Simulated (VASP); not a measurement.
# W (Im-3m) in VASP: density of states with PBE

Aim: the density of states of W with PBE.

Program: VASP 6.6.1. These are calculated values, not measurements. Logs are shortened: lines on timing, memory, paths and dates and some standing lists are left out, and cuts for length are marked.

### Step 1. The cell of the first run

It takes space group Im-3m (No. 229, cubic). The conventional cell has a = 3.205 Å, b = 3.205 Å, c = 3.205 Å, α = 90.00°, β = 90.00°, γ = 90.00°. W (site symmetry m-3m) has 14 W at 2.78 to 3.20 Å within 3.7 Å.

### Step 2. Density of states, PBE

POSCAR reads:

```
W
1.0
   -1.6023545000      1.6023545000      1.6023545000
    3.2047089900     -3.2047089900      3.2047089900
    1.6023545000      1.6023545000     -1.6023545000
W
2
Direct
    0.0000000000      0.0000000000      0.0000000000
    0.0000000000      0.5000000000      0.0000000000
```

INCAR.step1 reads:

```
SYSTEM = W
  PREC = Accurate
  ENCUT = 520
  EDIFF = 1E-6
  ISMEAR = -1
  SIGMA = 0.0518
  LREAL = .False.
  LASPH = .True.
  NELM = 100
  ALGO = Normal
  ISIF = 2
  LWAVE = .False.
  LCHARG = .True.
  LMAXMIX = 4
  GGA = PE
  NBANDS = 21
```

KPOINTS.step1 reads:

```
regular mesh
0
Gamma
  14 7 14
  0 0 0
```

INCAR.step2 reads:

```
SYSTEM = W
  PREC = Accurate
  ENCUT = 520
  EDIFF = 1E-6
  ISMEAR = -5
  SIGMA = 0.0518
  LREAL = .False.
  LASPH = .True.
  NELM = 100
  ALGO = Normal
  ISIF = 2
  LWAVE = .False.
  LCHARG = .False.
  LMAXMIX = 4
  GGA = PE
  LORBIT = 10
  NBANDS = 21
  NEDOS = 1001
  ICHARG = 11
```

KPOINTS.step2 reads:

```
regular mesh
0
Gamma
  21 11 21
  0 0 0
```

Potentials or basis: VASP PAW PBE potentials, release 64 (W_sv).

On the command line:

```sh
cat potpaw_PBE.64/W_sv/POTCAR > POTCAR
cp INCAR.step1 INCAR
cp KPOINTS.step1 KPOINTS
mpirun -np 1 vasp_std > vasp.out
cp INCAR.step2 INCAR
cp KPOINTS.step2 KPOINTS
mpirun -np 1 vasp_std > vasp.out
```

OUTCAR:

```text
SYSTEM = W
   PREC = Accurate
   ENCUT = 520
   EDIFF = 1E-6
   ISMEAR = -5
   LREAL = .False.
   LASPH = .True.
   NELM = 100
   ISIF = 2
   GGA = PE
   LORBIT = 10
   ICHARG = 11

 ion  position               nearest neighbor table
   1  0.000  0.000  0.000-   2 2.78   2 2.78   2 2.78   2 2.78   2 3.20   2 3.20   2 3.20   2 3.20

   2  0.000  0.500  0.000-   1 2.78   1 2.78   1 2.78   1 2.78   1 3.20   1 3.20   1 3.20   1 3.20

  LATTYP: Found a base centered orthorhombic cell.
 ALAT       =     3.2047090000
 B/A-ratio  =     1.4142135624
 C/A-ratio  =     1.4142135580

  Lattice vectors:

 A1 = (   1.6023545000,   1.6023545000,  -1.6023545000)
 A2 = (  -1.6023545000,   1.6023545000,   1.6023545000)
 A3 = (   3.2047089900,   0.0000000100,   3.2047089900)

Analysis of symmetry for initial positions (statically):
=====================================================================
 Subroutine PRICEL returns following result:

  LATTYP: Found a body centered cubic cell.
 ALAT       =     3.2047090000

  Lattice vectors:

 A1 = (  -1.6023545000,   1.6023545000,   1.6023545000)
 A2 = (   1.6023544950,  -1.6023544950,   1.6023544950)
 A3 = (   1.6023545000,   1.6023545000,  -1.6023545000)

   2 primitive cells build up your supercell.

 Routine SETGRP: Setting up the symmetry group for a
 base centered orthorhombic supercell.

 Subroutine GETGRP returns: Found  8 space group operations
 (whereof  8 operations were pure point group operations)
 out of a pool of  8 trial point group operations.

The static configuration has the point symmetry D_2h.

Analysis of symmetry for dynamics (positions and initial velocities):
=====================================================================
 Subroutine PRICEL returns following result:

  LATTYP: Found a body centered cubic cell.
 ALAT       =     3.2047090000

  Lattice vectors:

 A1 = (  -1.6023545000,   1.6023545000,   1.6023545000)
 A2 = (   1.6023544950,  -1.6023544950,   1.6023544950)
 A3 = (   1.6023545000,   1.6023545000,  -1.6023545000)

   2 primitive cells build up your supercell.

 Routine SETGRP: Setting up the symmetry group for a
 base centered orthorhombic supercell.

 Subroutine GETGRP returns: Found  8 space group operations
 (whereof  8 operations were pure point group operations)
 out of a pool of  8 trial point group operations.

The dynamic configuration has the point symmetry D_2h.

 Subroutine INISYM returns: Found  8 space group operations
 (whereof  8 operations are pure point group operations),
 and found     2 'primitive' translations

----------------------------------------------------------------------------------------

                                     Primitive cell

  volume of cell :      16.4564

  direct lattice vectors                    reciprocal lattice vectors
    -1.602354500  1.602354500  1.602354500     0.000000000  0.312040812  0.312040812
     1.602354495 -1.602354495  1.602354495     0.312040813  0.000000000  0.312040813
     1.602354500  1.602354500 -1.602354500     0.312040812  0.312040812  0.000000000

  length of vectors
     2.775359406  2.775359397  2.775359406     0.441292349  0.441292350  0.441292349

  position of ions in fractional coordinates (direct lattice)
     0.000000000  0.000000000  0.000000000

  ion indices of the primitive-cell ions
   primitive index   ion index
                 1           1

----------------------------------------------------------------------------------------

 KPOINTS: regular mesh

Automatic generation of k-mesh.
 Grid dimensions read from file:
 generate k-points for:   21   11   21

 Generating k-lattice:

  Cartesian coordinates                     Fractional coordinates (reciprocal lattice)
     0.000000000  0.014859086  0.014859086     0.047619048  0.000000000  0.000000000
     0.014183673  0.000000000  0.014183673     0.000000000  0.090909091  0.000000000
     0.014859086  0.014859086  0.000000000     0.000000000  0.000000000  0.047619048

  Length of vectors
     0.021013921  0.020058743  0.021013921

  Shift w.r.t. Gamma in fractional coordinates (k-lattice)
     0.000000000  0.000000000  0.000000000

 -----------------------------------------------------------------------------
|                                                                             |
|           W    W    AA    RRRRR   N    N  II  N    N   GGGG   !!!           |
|           W    W   A  A   R    R  NN   N  II  NN   N  G    G  !!!           |
|           W    W  A    A  R    R  N N  N  II  N N  N  G       !!!           |
|           W WW W  AAAAAA  RRRRR   N  N N  II  N  N N  G  GGG   !            |
|           WW  WW  A    A  R   R   N   NN  II  N   NN  G    G                |
|           W    W  A    A  R    R  N    N  II  N    N   GGGG   !!!           |
|                                                                             |
|     Your reciprocal lattice and k-lattice belong to different lattice       |
|     classes:                                                                |
|                                                                             |
|        The reciprocal lattice is base centered orthorhombic,                |
|        whereas your k-lattice is base-centered monoclinic.                  |
|                                                                             |
|     Results are often still useful ...                                      |
|                                                                             |
 -----------------------------------------------------------------------------

 WARNING: IBZKPT: internal override: KBLOWUP is changed to .FALSE.
      ... skipping the blow-up phase ...

 TETIRR: Found  14518 inequivalent tetrahedra from    29106

 Subroutine IBZKPT returns following result:
 ===========================================

 Found   1276 irreducible k-points:

 Following reciprocal coordinates:
            Coordinates               Weight
  0.000000  0.000000  0.000000      1.000000
  0.047619  0.000000  0.000000      4.000000
  0.095238  0.000000  0.000000      4.000000
  0.142857  0.000000  0.000000      4.000000
  0.190476  0.000000  0.000000      4.000000
  0.238095  0.000000  0.000000      4.000000
[... 16 lines left out ...]
 -0.476190  0.090909  0.000000      4.000000
 -0.428571  0.090909  0.000000      4.000000
 [... further k-points ...]
   k-points           NKPTS =   1276   k-points in BZ     NKDIM =   1276   number of bands    NBANDS=     21
   number of dos      NEDOS =   1001   number of ions     NIONS =      2
   total plane-waves  NPLWV =  24192
   dimension x,y,z NGX =    24 NGY =   42 NGZ =   24
   dimension x,y,z NGXF=    48 NGYF=   84 NGZF=   48
   ions per type =               2
   NGX,Y,Z   is equivalent  to a cutoff of  14.38, 12.58, 14.38 a.u.
   NGXF,Y,Z  is equivalent  to a cutoff of  28.75, 25.16, 28.75 a.u.
 SYSTEM =  W
   PREC   = accura    normal or accurate (medium, high low for compatibility)
   ISTART =      0    job   : 0-new  1-cont  2-samecut
   ICHARG =     11    charge: 1-file 2-atom 10-const
   ISPIN  =      1    spin polarized calculation?
   LNONCOLLINEAR =      F non collinear calculations
   LSORBIT =      F    spin-orbit coupling
   LASPH  =      T    aspherical Exc in radial PAW
   ENCUT  =  520.0 eV  38.22 Ry    6.18 a.u.   5.16 10.32  5.16*2*pi/ulx,y,z
   NELM   =    100;   NELMIN=  2; NELMDL=  0     # of ELM steps
   EDIFF  = 0.1E-05   stopping-criterion for ELM
   LREAL  =      F    real-space projection
   EDIFFG = 0.1E-04   stopping-criterion for IOM
   NSW    =      0    number of steps for IOM
   IBRION =     -1    ionic relax: 0-MD 1-quasi-New 2-CG
   NFREE  =      0    steps in history (QN), initial steepest desc. (CG)
   ISIF   =      2    stress and relaxation
   ISYM   =      2    0-nonsym 1-usesym 2-fastsym
   POTIM  = 0.5000    time-step for ionic-motion
   TEBEG  =    0.0;   TEEND  =   0.0 temperature during run
   PSTRESS=    0.0 pullay stress
   NELECT =      28.0000    total number of electrons
   NUPDOWN=      -1.0000    fix difference up-down
   EMIN   =  10.00;   EMAX   =-10.00  energy-range for DOS
   EFERMI =   0.00;   METHOD = LEGACY
   ISMEAR =    -5;   SIGMA  =   0.05  broadening in eV -4-tet -1-fermi 0-gaus
   EFERMI_NEDOS =   21; number of points for ismear=-14 and -15
   IALGO  =     38    algorithm
   IMIX   =      4    mixing-type and parameters
     AMIX     =   0.40;   BMIX     =  1.00
     AMIX_MAG =   1.60;   BMIX_MAG =  1.00
  volume/ion in A,a.u.               =      16.46       111.05
  Fermi-wavevector in a.u.,A,eV,Ry     =   1.551216  2.931373 32.739301  2.406271
  Thomas-Fermi vector in A             =   2.655767
   LORBIT       =     10    0 simple, 1 ext, 2 COOP (PROOUT), +10 PAW based schemes
   GGA     = PE    functional components
   LHFCALC =     F    Hartree Fock is set to
   AEXX    =    0.0000 exact exchange contribution
   IVDW    =     0    specifies the selected vdW correction
   LEPSILON=     F    determine dielectric tensor
   LRPA    =     F    only Hartree local field effects (RPA)
 non-spin polarized calculation
 Fermi weights with tetrahedron method with Bloechl corrections
  energy-cutoff  :      520.00
  volume of cell :       32.91
 maximum number of plane-waves:       906
 NGX is ok and might be reduce to    24

 number of electron      27.9999999 magnetization

 Free energy of the ion-electron system (eV)
  ---------------------------------------------------
  ext. energy  EPLUGINS =         0.00000000
  ---------------------------------------------------
  free energy    TOTEN  =       -25.89883859 eV

  energy without entropy =      -25.89883859  energy(sigma->0) =      -25.89883859

 E-fermi :  10.9252     XC(G=0): -13.4322

 val. band max:       11.0365985402   @ k =   0.4762   0.0909   0.4286
 cond. band min:      10.8378110278   @ k =   0.1429  -0.2727   0.1429
 fundamental gap:     -0.1987875125
 Fermi energy:        10.9252246101

 k-point     1 :       0.0000    0.0000    0.0000
  band No.  band energies     occupation
      1     -63.3412      2.00000
      2     -63.2279      2.00000
      3     -28.0897      2.00000
      4     -27.3262      2.00000
      5     -26.9587      2.00000
      6     -26.9536      2.00000
[... 565 lines left out ...]
     20      17.4520      0.00000
     21      20.7842      0.00000

 [... further k-points ...]

------------------------ aborting loop because EDIFF is reached ----------------------------------------

  FORCE on cell =-STRESS in cart. coord.  units (eV):
  Direction    XX          YY          ZZ          XY          YZ          ZX
  --------------------------------------------------------------------------------------
  -------------------------------------------------------------------------------------
  Total       -0.9860076     -0.9967306     -0.9860076     -0.0000000     -0.0000000     -0.0202520
  in kB      -47.9982093    -48.5202004    -47.9982093     -0.0000001     -0.0000001     -0.9858530
  external PRESSURE =     -48.1722063 kB  Pullay stress =       0.0000000 kB

 VOLUME and BASIS-vectors are now :
 -----------------------------------------------------------------------------
  energy-cutoff  :      520.00
  volume of cell :       32.91
      direct lattice vectors                 reciprocal lattice vectors
    -1.602354500  1.602354500  1.602354500     0.000000000  0.312040812  0.312040812
     3.204708990 -3.204708990  3.204708990     0.156020407  0.000000000  0.156020407
     1.602354500  1.602354500 -1.602354500     0.312040812  0.312040812  0.000000000

 POSITION                                       TOTAL-FORCE (eV/Angst)
 -----------------------------------------------------------------------------------
      0.00000      0.00000      0.00000         0.000000     -0.000000      0.000000
      1.60235     -1.60235      1.60235        -0.000000      0.000000     -0.000000
 -----------------------------------------------------------------------------------
    total drift:                                0.000000     -0.000000      0.000000

  FREE ENERGIE OF THE ION-ELECTRON SYSTEM (eV)
  ---------------------------------------------------
  free  energy   TOTEN  =       -25.8988385933 eV

  energy  without entropy=      -25.8988385933  energy(sigma->0) =      -25.89883859

 total charge

# of ion       s       p       d       tot
------------------------------------------
    1        2.392   6.325   3.294  12.011
    2        2.392   6.325   3.294  12.011
--------------------------------------------------
tot          4.784  12.650   6.588  24.021
```

Run time: 7.5 min. Hardware: 1 thread of Intel Xeon Platinum 8375C at 2.90GHz (Ice Lake), shared host; peak memory 0.76 GiB.

Results:

```yaml
Valence_electrons_inside_the_program's_atomic_spheres: W 12.01
```

Caveat: spin-orbit coupling is left out, which moves the levels of the heavy elements; tetrahedron occupations give inexact forces and stress in metals.
